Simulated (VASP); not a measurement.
A run of VASP 6.6.1 is set up as follows.

INCAR

```
SYSTEM = Sr11O12
  PREC = Accurate
  ENCUT = 520
  EDIFF = 1E-6
  ISMEAR = 0
  SIGMA = 0.05
  LREAL = .False.
  LASPH = .True.
  NELM = 120
  ALGO = Normal
  ISIF = 2
  LWAVE = .False.
  LCHARG = .False.
  GGA = PE
  NBANDS = 108
  NELECT = 184.0
  GGA_COMPAT = .False.
```

File KPOINTS:

```
Automatic mesh
0
Gamma
  3 3 2
  0 0 0
```

POSCAR

```
Sr11O12
1.0
    0.0000000000     -7.4310438777      0.0000000000
    6.4354727748      3.7155219389      0.0000000000
    0.0000000000      0.0000000000     10.3683011420
Sr O
11 12
Direct
    0.3348280702      0.3348280811      0.9672175666
    0.6879638143      0.0231892831      0.4692500665
    0.6601673292     -0.0157791049      0.9623424188
    0.0231893387      0.6879639080      0.4692500665
   -0.0157790391      0.6601673488      0.9623424188
    0.6651721678      0.6651721093      0.2202821821
    0.5000003985      0.5000002506      0.5937502119
    0.0157792607      0.3398328416      0.2251572334
   -0.0231898885      0.3120358162      0.7182501644
    0.3398329088      1.0157792953      0.2251572334
    0.3120359007      0.9768101303      0.7182501644
    0.3368369379      0.3368369467      0.2026638666
    0.2767887579      0.2767886777      0.7414536764
    0.6713552425      0.0112604004      0.2170146265
    0.6445596722     -0.0036045526      0.7147815152
    0.0112603947      0.6713553380      0.2170146265
   -0.0036045441      0.6445596377      0.7147815152
    0.7232111902      0.7232112019      0.4460460722
    0.6631633001      0.6631632437      0.9848357855
    0.0036041288      0.3554400865      0.4727185228
   -0.0112601732      0.3286448524      0.9704852186
    0.3554401205      1.0036041214      0.4727185228
    0.3286449386      0.9887399454      0.9704852186
```

Potentials or basis: VASP PAW PBE potentials, release 64 (Sr_sv, O).

Command:

```sh
$ cat potpaw_PBE.64/Sr_sv/POTCAR potpaw_PBE.64/O/POTCAR > POTCAR
$ mpirun -np 1 vasp_std > vasp.out
```

Q: What does it give for the largest force?

A: 0.054 eV/Å.

Forces in eV/Å, atoms in the order of the input:
```
Sr   0.006 -0.004  0.015
Sr  -0.012  0.002  0.001
Sr   0.007  0.013 -0.003
Sr  -0.008  0.009  0.001
Sr  -0.008 -0.012 -0.003
Sr  -0.006  0.004 -0.015
Sr   0.000  0.000  0.000
Sr   0.008  0.012  0.003
Sr   0.008 -0.009 -0.001
Sr  -0.007 -0.013  0.003
Sr   0.012 -0.002 -0.001
O    0.013 -0.008  0.027
O   -0.041  0.024  0.019
O   -0.010 -0.010 -0.006
O   -0.050 -0.019 -0.004
O    0.004  0.014 -0.006
O   -0.009  0.053 -0.004
O    0.041 -0.024 -0.019
O   -0.013  0.008 -0.027
O    0.009 -0.053  0.004
O   -0.004 -0.014  0.006
O    0.050  0.019  0.004
O    0.010  0.010  0.006
```

Caveat: the cell carries a net charge on a neutralising background, which shifts energy and pressure.
